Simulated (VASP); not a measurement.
BeS, 2 atoms in the cell. It takes space group F-43m (No. 216, cubic). Conventional cell: a = 5.063 Å, b = 5.063 Å, c = 5.063 Å, α = 90.00°, β = 90.00°, γ = 90.00°. Be (site symmetry -43m) has 4 S at 2.19 Å within 2.9 Å. S (site symmetry -43m) has 4 Be at 2.19 Å within 2.9 Å.  This cell differs from its parent crystal: strain +4.0%.

* Program: VASP 6.6.1
* Task: single point
* Functional: HSE06
* Potentials or basis: VASP PAW PBE potentials, release 64 (Be, S)
* Cutoff: 520 eV
* k mesh: 6 × 6 × 6
* Occupations: gaussian, width 0.01 eV
* Spin: no spin polarisation
* Dipole correction: no
* Grid for exact exchange (PRECFOCK): Normal
* Further INCAR settings: ALGO = Normal; EDIFF = 1e-06; NBANDS = 11
* Share of exact exchange: 0.25
* Screening parameter: 0.2079 1/Å

Potentials or basis: VASP PAW PBE potentials, release 64 (Be, S).

The run is started by

```console
$ cat potpaw_PBE.64/Be/POTCAR potpaw_PBE.64/S/POTCAR > POTCAR
$ cp INCAR.step1 INCAR
$ mpirun -np 1 vasp_std > vasp.out
$ cp INCAR.step2 INCAR
$ mpirun -np 1 vasp_std > vasp.out
```

Hardware: 1 thread of AMD EPYC 9R45 96-Core Processor (Zen 5), with other jobs on the host.

**Question.** How long does it take, and how much memory?

**Answer.** Wall time 3.4 min on 1 thread of AMD EPYC 9R45 96-Core Processor (Zen 5), on a shared host, peak memory 0.23 GiB. Counts: k points 16.
